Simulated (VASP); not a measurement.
Set up this calculation in VASP 6.6.1, as the native input.

```yaml
Task: single point
Functional: PBE
Potentials_or_basis: VASP PAW PBE potentials, release 64 (Ga_d, N)
Cutoff: 600 eV
k_mesh: 10 × 10 × 10
Occupations: gaussian, width 0.02 eV
Spin: no spin polarisation
Dipole_correction: no
Further_INCAR_settings: ALGO = Normal; EDIFF = 1e-06; NBANDS = 16
```

The structure of GaN lies in POSCAR:

```
GaN
1.0
    0.0000000000      2.2742347353      2.2742347353
    2.2742347353      0.0000000000      2.2742347353
    2.2742347353      2.2742347353      0.0000000000
Ga N
1 1
Direct
    0.0000000000      0.0000000000      0.0000000000
    0.2500000000      0.2500000000      0.2500000000
```

These files were run (other wordings do the same):

INCAR

```
SYSTEM = GaN
PREC = Accurate
ENCUT = 600
EDIFF = 1E-6
ISMEAR = 0
SIGMA = 0.02
LREAL = .FALSE.
LASPH = .TRUE.
NELM = 120
ALGO = Normal
ISIF = 2
LWAVE = .FALSE.
LCHARG = .FALSE.
GGA = PE
NBANDS = 16
GGA_COMPAT = .FALSE.
```

KPOINTS

```
Automatic mesh
0
G
  10 10 10
  0 0 0
```

Potentials or basis: VASP PAW PBE potentials, release 64 (Ga_d, N).

Command:

```sh
$ cat potpaw_PBE.64/Ga_d/POTCAR potpaw_PBE.64/N/POTCAR > POTCAR
$ mpirun -np 1 vasp_std > vasp.out
```

It gave:

- Pressure: 0.0 GPa
- Band gap on the k mesh: 1.55 eV

It took 16 s on 1 thread of AMD EPYC 9R45 (Zen 5), with other jobs on the host, peak memory 0.13 GiB.
